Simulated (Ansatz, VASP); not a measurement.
Sc in VASP and in Ansatz

File INCAR:

```
SYSTEM = Sc
  PREC = Accurate
  ENCUT = 520
  EDIFF = 1E-6
  ISMEAR = 0
  SIGMA = 0.1
  LREAL = .FALSE.
  LASPH = .TRUE.
  NELM = 80
  ALGO = Fast
  ISIF = 2
  LWAVE = .FALSE.
  LCHARG = .FALSE.
  GGA = PS
  NBANDS = 30
```

The input KPOINTS:

```
regular mesh
0
G
  10 10 10
  0 0 0
```

POSCAR

```
Sc
1.0
   -3.1495564022      3.1495564022      2.8007725588
    3.1495564022     -3.1495564022      2.8007725588
    3.1495564022      3.1495564022     -2.8007725588
Sc
4
Direct
    0.2033475863      0.3872071074      0.5000000000
    0.6127928926      0.1127928926      0.8161404689
    0.2966524137      0.7966524137      0.1838595311
    0.8872071074      0.7033475863      0.5000000000
```

Input for Ansatz:

```yaml
crystal:
  lattice:
    - [-3.1495564022, 3.1495564022, 2.8007725588]
    - [3.1495564022, -3.1495564022, 2.8007725588]
    - [3.1495564022, 3.1495564022, -2.8007725588]
  atoms:
    - { symbol: Sc, position: [0.2033475863, 0.3872071074, 0.5] }
    - { symbol: Sc, position: [0.6127928926, 0.1127928926, 0.8161404689] }
    - { symbol: Sc, position: [0.2966524137, 0.7966524137, 0.1838595311] }
    - { symbol: Sc, position: [0.8872071074, 0.7033475863, 0.5] }
basis:
  ecutwfc: 420
kpoints:
  mp_grid: { grid: [10, 10, 10] }
hamiltonian:
  xc: pbesol
scf:
  occupations: { method: gaussian, width: 0.1 }
output:
  forces: true
  stress: true
  eigenvalues: true
  populations: true
```

Alike in both runs: task single point; functional PBEsol; k mesh 10 × 10 × 10; occupations gaussian, width 0.1 eV; no spin polarisation.

|  | VASP | Ansatz |
| --- | --- | --- |
| version | VASP 6.6.1 | Ansatz 0.2.0 |
| potentials or method | VASP PAW PBE potentials, release 64 (Sc_sv), cutoff 520 eV | scalar-relativistic, plane waves, PAW |
| valence electrons in the cell | 44 | 44 |

Ansatz gave:

```
gap on the k mesh at the Fermi level (eV)                     : none
pressure (GPa)                                                : -2.9
traceless stress, the component that is largest in VASP (GPa) : -0.15
rms of the force components (eV/Å)                            : 0.711
```

Task: Which values does VASP return?

Result: gap on the k mesh at the Fermi level (eV): none; pressure (GPa): -2.9; traceless stress, the component that is largest in VASP (GPa): -0.16; rms of the force components (eV/Å): 0.716.

VASP's potentials were made for PBE, not for PBEsol. Atom by atom the forces differ by 0.006 eV/Å (rms over components). A gap of «none» marks a metal or a gap that the smearing closes. With one functional, cell and mesh, what is left measures potentials, basis and numerics.
